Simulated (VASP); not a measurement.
Input of a VASP 6.6.1 run:

File INCAR:

```
SYSTEM = Pb
PREC = Accurate
ENCUT = 600
EDIFF = 1E-6
ISMEAR = -1
SIGMA = 0.05
LREAL = .FALSE.
LASPH = .TRUE.
NELM = 80
ALGO = Normal
ISIF = 3
LWAVE = .FALSE.
LCHARG = .FALSE.
GGA = PS
IBRION = 2
NSW = 80
EDIFFG = -0.005
PSTRESS = 300.0
```

Contents of KPOINTS:

```
regular mesh
0
G
  9 9 9
  0 0 0
```

POSCAR

```
Pb
1.0
   -1.9796595667      1.9796595667      1.9796595667
    1.9796595667     -1.9796595667      1.9796595667
    1.9796595667      1.9796595667     -1.9796595667
Pb
1
Direct
    0.0000000000      0.0000000000      0.0000000000
```

Potentials or basis: VASP PAW PBE potentials, release 64 (Pb_d).

Command:

```bash
$ cat potpaw_PBE.64/Pb_d/POTCAR > POTCAR
$ mpirun -np 1 vasp_std > vasp.out
```

(1) Estimate the band gap on the k mesh.

(2) What does it give for the space group after relaxing (to 0.05 Å)?

(3) Predict the relaxed cell.

(4) Predict the relaxed volume.

## Answers

(1) zero (band 7 reaches 22.30 eV, above the bottom of band 8 at 8.30 eV).

(2) Im-3m (No. 229).

(3) a = 3.059 Å, b = 3.059 Å, c = 3.059 Å, α = 109.47°, β = 109.47°, γ = 109.47°.

(4) 22.04 Å³/atom.

Caveat: the cell is relaxed towards a set pressure, so the enthalpy falls and the energy may rise; the volume moved by over 15 % at a fixed basis, so the end points are rough; the PAW data sets were made with another functional, which shifts forces and pressure a little; spin-orbit coupling is left out, which moves the levels of the heavy elements.
